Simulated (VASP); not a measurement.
Zn: single point with r2SCAN

Crystal: Zn.

```
CELL_PARAMETERS angstrom
0.00000 2.00959 2.00959
2.00959 0.00000 2.00959
2.00959 2.00959 0.00000
ATOMIC_POSITIONS crystal
Zn 0.00000 0.00000 0.00000
```

```json
{"Program": "VASP 6.6.1", "Task": "single point", "Functional": "r2SCAN", "Potentials or basis": "VASP PAW PBE potentials, release 64 (Zn)", "Cutoff": "520 eV", "k mesh": "13 × 13 × 13", "Occupations": "methfessel-paxton, width 0.3 eV", "Spin": "no spin polarisation"}
```

The pressure is -7.7 GPa. The band gap on the k mesh is zero (band 6 reaches 3.61 eV, above the bottom of band 7 at 1.25 eV).

Levels at points of the mesh, in eV from the Fermi level:
```
           k point  band 4  band 5  band 6  band 7  band 8  band 9
(0.00, 0.00, 0.00)   -7.78   -7.44   -7.44   18.38   18.38   18.38
```

It took 24 s on 1 thread of Intel(R) Xeon(R) 6975P-C (Granite Rapids), on a shared host, peak memory 0.14 GiB.

Caveat: the PAW data sets were made with another functional, which shifts forces and pressure a little.
